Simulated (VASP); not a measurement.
# Ti12HN12 in VASP: single point with PBE+D3(BJ)

Aim: the single point of Ti12HN12 with PBE+D3(BJ).

All numbers are computed with VASP 6.6.1; they aren't measurements. Logs are shortened: lines on timing, memory, paths and dates and some standing lists are left out, and cuts for length are marked.

### 1 The cell of the first run

The cell holds a slab with vacuum, 25 atoms: a = 5.947 Å, b = 5.947 Å, c = 21.653 Å, α = 90.00°, β = 90.00°, γ = 90.00°.

### 2 Single point, PBE+D3(BJ)

The input, INCAR:

```
SYSTEM = Ti12HN12
ALGO     = Normal         ! electronic algorithm
DIPOL    = 0.5 0.5 0.290
EDIFF    = 1E-6           ! SCF threshold, eV
ENCUT    = 520            ! plane-wave cutoff, eV
GGA      = PE             ! functional
IDIPOL   = 3            
ISIF     = 2              ! what is computed and relaxed
ISMEAR   = 0              ! smearing method
IVDW     = 12             ! dispersion correction
LASPH    = .True.         ! aspherical terms in the spheres
LCHARG   = .True.         ! write CHGCAR
LDIPOL   = .True.       
LELF     = .True.         ! ELF
LREAL    = Auto         
LVACPOTAV= .True.       
LVHAR    = .True.       
LWAVE    = .False.        ! write WAVECAR
NBANDS   = 120            ! bands
NELM     = 80             ! most SCF steps
PREC     = Accurate       ! precision mode
SIGMA    = 0.1            ! smearing width, eV
```

The input, KPOINTS:

```
k-points
0
Gamma
  5 5 1
  0 0 0
```

The input, POSCAR:

```
Ti12HN12
1.0
    5.9473589866      0.0000000000      0.0000000000
    0.0000000000      5.9473589866      0.0000000000
    0.0000000000      0.0000000000     21.6533569277
Ti N H
12 12 1
Direct
    0.2500000000      0.2500000000      0.1847288628
    0.2500000000      0.7500000000      0.1847288628
    0.7500000000      0.2500000000      0.1847288628
    0.7500000000      0.7500000000      0.1847288628
    0.0000000000      0.0000000000      0.2801771125
    0.0000000000      0.5000000000      0.2801771125
    0.5000000000      0.0000000000      0.2801771125
    0.5000000000      0.5000000000      0.2801771125
    0.2500000000      0.2500000000      0.3715894834
    0.2500000000      0.7500000000      0.3715894834
    0.7500000000      0.2500000000      0.3715894834
    0.7500000000      0.7500000000      0.3715894834
    0.0000000000      0.0000000000      0.1847288628
    0.0000000000      0.5000000000      0.1847288628
    0.5000000000      0.0000000000      0.1847288628
    0.5000000000      0.5000000000      0.1847288628
    0.2500000000      0.2500000000      0.2786780157
    0.2500000000      0.7500000000      0.2786780157
    0.7500000000      0.2500000000      0.2786780157
    0.7500000000      0.7500000000      0.2786780157
    0.0000000000      0.0000000000      0.3811583098
    0.0000000000      0.5000000000      0.3811583098
    0.5000000000      0.0000000000      0.3811583098
    0.5000000000      0.5000000000      0.3811583098
    0.2500000000      0.2500000000      0.5243231784
```

Potentials or basis: VASP PAW PBE potentials, release 64 (Ti_sv, N, H).

Run with:

```bash
$ cat potpaw_PBE.64/Ti_sv/POTCAR potpaw_PBE.64/N/POTCAR potpaw_PBE.64/H/POTCAR > POTCAR
$ mpirun -np 1 vasp_std > vasp.out
```

OUTCAR:

```text
SYSTEM = Ti12HN12
   EDIFF = 1E-6
   ENCUT = 520
   GGA = PE
   ISIF = 2
   ISMEAR = 0
   IVDW = 12
   LASPH = .True.
   LREAL = Auto
   NELM = 80
   PREC = Accurate
 IVDW          = 12

 ion  position               nearest neighbor table
   1  0.250  0.250  0.185-  17 2.03  14 2.10  15 2.10  16 2.10  13 2.10
   2  0.250  0.750  0.185-  18 2.03  14 2.10  15 2.10  16 2.10  13 2.10
   3  0.750  0.250  0.185-  19 2.03  14 2.10  15 2.10  16 2.10  13 2.10
   4  0.750  0.750  0.185-  20 2.03  14 2.10  15 2.10  16 2.10  13 2.10
   5  0.000  0.000  0.280-  13 2.07  17 2.10  18 2.10  19 2.10  20 2.10  21 2.19  11 2.89  12 2.89
                             9 2.89  10 2.89
   6  0.000  0.500  0.280-  14 2.07  17 2.10  18 2.10  19 2.10  20 2.10  22 2.19  11 2.89  12 2.89
                             9 2.89  10 2.89
   7  0.500  0.000  0.280-  15 2.07  17 2.10  18 2.10  19 2.10  20 2.10  23 2.19  11 2.89  12 2.89
                             9 2.89  10 2.89
   8  0.500  0.500  0.280-  16 2.07  17 2.10  18 2.10  19 2.10  20 2.10  24 2.19  11 2.89  12 2.89
                             9 2.89  10 2.89
   9  0.250  0.250  0.372-  17 2.01  21 2.11  22 2.11  23 2.11  24 2.11   6 2.89   7 2.89   8 2.89
                             5 2.89
  10  0.250  0.750  0.372-  18 2.01  21 2.11  22 2.11  23 2.11  24 2.11   6 2.89   7 2.89   8 2.89
                             5 2.89
  11  0.750  0.250  0.372-  19 2.01  21 2.11  22 2.11  23 2.11  24 2.11   6 2.89   7 2.89   8 2.89
                             5 2.89
  12  0.750  0.750  0.372-  20 2.01  21 2.11  22 2.11  23 2.11  24 2.11   6 2.89   7 2.89   8 2.89
                             5 2.89
  13  0.000  0.000  0.185-   5 2.07   2 2.10   3 2.10   4 2.10   1 2.10
  14  0.000  0.500  0.185-   6 2.07   2 2.10   3 2.10   4 2.10   1 2.10
  15  0.500  0.000  0.185-   7 2.07   2 2.10   3 2.10   4 2.10   1 2.10
  16  0.500  0.500  0.185-   8 2.07   2 2.10   3 2.10   4 2.10   1 2.10
  17  0.250  0.250  0.279-   9 2.01   1 2.03   6 2.10   7 2.10   8 2.10   5 2.10
  18  0.250  0.750  0.279-  10 2.01   2 2.03   6 2.10   7 2.10   8 2.10   5 2.10
  19  0.750  0.250  0.279-  11 2.01   3 2.03   6 2.10   7 2.10   8 2.10   5 2.10
  20  0.750  0.750  0.279-  12 2.01   4 2.03   6 2.10   7 2.10   8 2.10   5 2.10
  21  0.000  0.000  0.381-   9 2.11  10 2.11  11 2.11  12 2.11   5 2.19
  22  0.000  0.500  0.381-   9 2.11  10 2.11  11 2.11  12 2.11   6 2.19
  23  0.500  0.000  0.381-   9 2.11  10 2.11  11 2.11  12 2.11   7 2.19
  24  0.500  0.500  0.381-   9 2.11  10 2.11  11 2.11  12 2.11   8 2.19
  25  0.250  0.250  0.524-

  LATTYP: Found a simple tetragonal cell.
 ALAT       =     5.9473589866
 C/A-ratio  =     3.6408357014

  Lattice vectors:

 A1 = (   5.9473589866,   0.0000000000,   0.0000000000)
 A2 = (   0.0000000000,   5.9473589866,   0.0000000000)
 A3 = (   0.0000000000,   0.0000000000,  21.6533569277)

Analysis of symmetry for initial positions (statically):
=====================================================================
 Subroutine PRICEL returns:
 Original cell was already a primitive cell.

 Routine SETGRP: Setting up the symmetry group for a
 simple tetragonal supercell.

 Subroutine GETGRP returns: Found  8 space group operations
 (whereof  2 operations were pure point group operations)
 out of a pool of 16 trial point group operations.

The static configuration has the point symmetry C_1h.
 The point group associated with its full space group is C_4v.

Analysis of symmetry for dynamics (positions and initial velocities):
=====================================================================
 Subroutine PRICEL returns:
 Original cell was already a primitive cell.

 Routine SETGRP: Setting up the symmetry group for a
 simple tetragonal supercell.

 Subroutine GETGRP returns: Found  8 space group operations
 (whereof  2 operations were pure point group operations)
 out of a pool of 16 trial point group operations.

The dynamic configuration has the point symmetry C_1h.
 The point group associated with its full space group is C_4v.

 Subroutine INISYM returns: Found  8 space group operations
 (whereof  2 operations are pure point group operations),
 and found     1 'primitive' translations

----------------------------------------------------------------------------------------

                                     Primitive cell

  volume of cell :     765.9026

  direct lattice vectors                    reciprocal lattice vectors
[... 68 lines left out ...]
 generate k-points for:    5    5    1

 Generating k-lattice:

  Cartesian coordinates                     Fractional coordinates (reciprocal lattice)
     0.033628372  0.000000000  0.000000000     0.200000000  0.000000000  0.000000000
     0.000000000  0.033628372  0.000000000     0.000000000  0.200000000  0.000000000
     0.000000000  0.000000000  0.046182216     0.000000000  0.000000000  1.000000000

  Length of vectors
     0.033628372  0.033628372  0.046182216

  Shift w.r.t. Gamma in fractional coordinates (k-lattice)
     0.000000000  0.000000000  0.000000000

 Subroutine IBZKPT returns following result:
 ===========================================

 Found      6 irreducible k-points:

 Following reciprocal coordinates:
            Coordinates               Weight
  0.000000  0.000000  0.000000      1.000000
  0.200000  0.000000  0.000000      4.000000
  0.400000  0.000000  0.000000      4.000000
  0.200000  0.200000  0.000000      4.000000
  0.400000  0.200000  0.000000      8.000000
  0.400000  0.400000  0.000000      4.000000
   k-points           NKPTS =      6   k-points in BZ     NKDIM =      6   number of bands    NBANDS=    120
   number of dos      NEDOS =    301   number of ions     NIONS =     25
   total plane-waves  NPLWV = 373248
   dimension x,y,z NGX =    48 NGY =   48 NGZ =  162
   dimension x,y,z NGXF=    96 NGYF=   96 NGZF=  324
   ions per type =              12  12   1
   NGX,Y,Z   is equivalent  to a cutoff of  13.42, 13.42, 12.44 a.u.
   NGXF,Y,Z  is equivalent  to a cutoff of  26.83, 26.83, 24.88 a.u.
 SYSTEM =  Ti12HN12
   PREC   = accura    normal or accurate (medium, high low for compatibility)
   ISTART =      0    job   : 0-new  1-cont  2-samecut
   ICHARG =      2    charge: 1-file 2-atom 10-const
   ISPIN  =      1    spin polarized calculation?
   LNONCOLLINEAR =      F non collinear calculations
   LSORBIT =      F    spin-orbit coupling
   LASPH  =      T    aspherical Exc in radial PAW
   ENCUT  =  520.0 eV  38.22 Ry    6.18 a.u.  11.06 11.06 40.26*2*pi/ulx,y,z
   NELM   =     80;   NELMIN=  2; NELMDL= -5     # of ELM steps
   EDIFF  = 0.1E-05   stopping-criterion for ELM
   LREAL  =      T    real-space projection
   EDIFFG = 0.1E-04   stopping-criterion for IOM
   NSW    =      0    number of steps for IOM
   IBRION =     -1    ionic relax: 0-MD 1-quasi-New 2-CG
   NFREE  =      0    steps in history (QN), initial steepest desc. (CG)
   ISIF   =      2    stress and relaxation
   ISYM   =      2    0-nonsym 1-usesym 2-fastsym
   POTIM  = 0.5000    time-step for ionic-motion
   TEBEG  =    0.0;   TEEND  =   0.0 temperature during run
   PSTRESS=    0.0 pullay stress
   NELECT =     205.0000    total number of electrons
   NUPDOWN=      -1.0000    fix difference up-down
   EMIN   =  10.00;   EMAX   =-10.00  energy-range for DOS
   EFERMI =   0.00;   METHOD = LEGACY
   ISMEAR =     0;   SIGMA  =   0.10  broadening in eV -4-tet -1-fermi 0-gaus
   EFERMI_NEDOS =   21; number of points for ismear=-14 and -15
   IALGO  =     38    algorithm
   IMIX   =      4    mixing-type and parameters
     AMIX     =   0.40;   BMIX     =  1.00
     AMIX_MAG =   1.60;   BMIX_MAG =  1.00
  volume/ion in A,a.u.               =      30.64       206.74
  Fermi-wavevector in a.u.,A,eV,Ry     =   1.055038  1.993734 15.144727  1.113106
  Thomas-Fermi vector in A             =   2.190221
   LORBIT       =      0    0 simple, 1 ext, 2 COOP (PROOUT), +10 PAW based schemes
   GGA     = PE    functional components
   LHFCALC =     F    Hartree Fock is set to
   AEXX    =    0.0000 exact exchange contribution
   IVDW    =    12    specifies the selected vdW correction
   LEPSILON=     F    determine dielectric tensor
   LRPA    =     F    only Hartree local field effects (RPA)
 non-spin polarized calculation
 Gauss-broadening in eV      SIGMA  =   0.10
  energy-cutoff  :      520.00
  volume of cell :      765.90
 maximum number of plane-waves:     20646
 NGX is ok and might be reduce to    48
   NGX = 23   NGY = 23   NGZ = 81

 dipolmoment           0.000000      0.000000     -1.504180 electrons x Angstroem

 number of electron     204.9999951 magnetization

 dipolmoment           0.000000      0.000000      0.684699 electrons x Angstroem

 Free energy of the ion-electron system (eV)
  ---------------------------------------------------
  ext. energy  EPLUGINS =         0.00000000
  ---------------------------------------------------
  free energy    TOTEN  =      -230.60979848 eV

  energy without entropy =     -230.54374388  energy(sigma->0) =     -230.57677118

 E-fermi :   0.6235     XC(G=0):  -4.9302

 val. band max:        0.6074778162   @ k =   0.2000   0.2000   0.0000
 cond. band min:       0.6433444233   @ k =   0.2000   0.0000   0.0000
 fundamental gap:      0.0358666072
 Fermi energy:         0.6235355463

 k-point     1 :       0.0000    0.0000    0.0000
  band No.  band energies     occupation
      1     -57.3456      2.00000
      2     -57.3051      2.00000
      3     -57.2998      2.00000
      4     -57.2600      2.00000
      5     -57.1967      2.00000
      6     -57.1611      2.00000
[... 691 lines left out ...]
    113       1.7410      0.00000
    114       1.7420      0.00000
 [bands above 114 left out]

------------------------ aborting loop because EDIFF is reached ----------------------------------------

 Edisp (eV)   -7.70713

 E8    (eV) :    -3.3860

  FORCE on cell =-STRESS in cart. coord.  units (eV):
  Direction    XX          YY          ZZ          XY          YZ          ZX
  --------------------------------------------------------------------------------------
  -------------------------------------------------------------------------------------
  Total     -15.12305   -15.12305    -1.69711     0.00000     0.00000     0.00000
  in kB     -31.63563   -31.63563    -3.55014     0.00000     0.00000     0.00000
  external pressure =      -22.27 kB  Pullay stress =        0.00 kB

 VOLUME and BASIS-vectors are now :
 -----------------------------------------------------------------------------
  energy-cutoff  :      520.00
  volume of cell :      765.90
      direct lattice vectors                 reciprocal lattice vectors
     5.947358987  0.000000000  0.000000000     0.168141860  0.000000000  0.000000000
     0.000000000  5.947358987  0.000000000     0.000000000  0.168141860  0.000000000
     0.000000000  0.000000000 21.653356928     0.000000000  0.000000000  0.046182216

 POSITION                                       TOTAL-FORCE (eV/Angst)
 -----------------------------------------------------------------------------------
      1.48684      1.48684      4.00000        -0.000000      0.000000      1.641551
      1.48684      4.46052      4.00000         0.000000      0.000000      1.789313
      4.46052      1.48684      4.00000         0.000000      0.000000      1.789313
      4.46052      4.46052      4.00000        -0.000000      0.000000      1.846736
      0.00000      0.00000      6.06678        -0.008194     -0.008194      0.013153
      0.00000      2.97368      6.06678        -0.008194      0.008194      0.013153
[... 17 lines left out ...]
      2.97368      2.97368      8.25336         0.066865      0.066865     -0.500970
      1.48684      1.48684     11.35336        -0.000000      0.000000     -0.799096
 -----------------------------------------------------------------------------------
    total drift:                               -0.000000     -0.000000      0.135669

  FREE ENERGIE OF THE ION-ELECTRON SYSTEM (eV)
  ---------------------------------------------------
  free  energy   TOTEN  =      -238.3169269155 eV

  energy  without entropy=     -238.2508723078  energy(sigma->0) =     -238.28389961

 vacuum level on the upper side and lower side of the slab         6.554         3.051
```

Run time: 58 min. Hardware: 1 thread of Intel Xeon 8259CL, shared host; peak memory 0.96 GiB.

What came out:

```yaml
Free_energy: -238.3169 eV
Largest_force: 1.847 eV/Å
Band_gap_on_the_k_mesh: zero (an odd number of electrons rules out a gap without spin polarisation)
Dispersion_energy_per_atom: -0.308 eV
```

Forces on the atoms (eV/Å):
```
Ti   0.000  0.000  1.642
Ti   0.000  0.000  1.789
Ti   0.000  0.000  1.789
Ti   0.000  0.000  1.847
Ti  -0.008 -0.008  0.013
Ti  -0.008  0.008  0.013
Ti   0.008 -0.008  0.013
Ti   0.008  0.008  0.013
Ti   0.000  0.000  1.645
Ti   0.000  0.000  0.599
Ti   0.000  0.000  0.599
Ti   0.000  0.000  0.425
N    0.002  0.002 -1.819
N    0.002 -0.002 -1.819
N   -0.002  0.002 -1.819
N   -0.002 -0.002 -1.819
N    0.000  0.000 -0.127
N    0.000  0.000 -0.055
N    0.000  0.000 -0.055
N    0.000  0.000 -0.069
N   -0.067 -0.067 -0.501
N   -0.067  0.067 -0.501
N    0.067 -0.067 -0.501
N    0.067  0.067 -0.501
H    0.000  0.000 -0.799
```

Levels at points of the mesh, in eV from the Fermi level:
```
           k point  band 100  band 101  band 102  band 103  band 104  band 105
(0.00, 0.00, 0.00)     -1.83     -0.82     -0.26      0.03      0.03      0.12
```

Caveat: an odd number of electrons without spin polarisation forces a metal; a magnetic or distorted state may lie lower.

The gap in the log of VASP goes by the Fermi energy; the results here count the filled bands.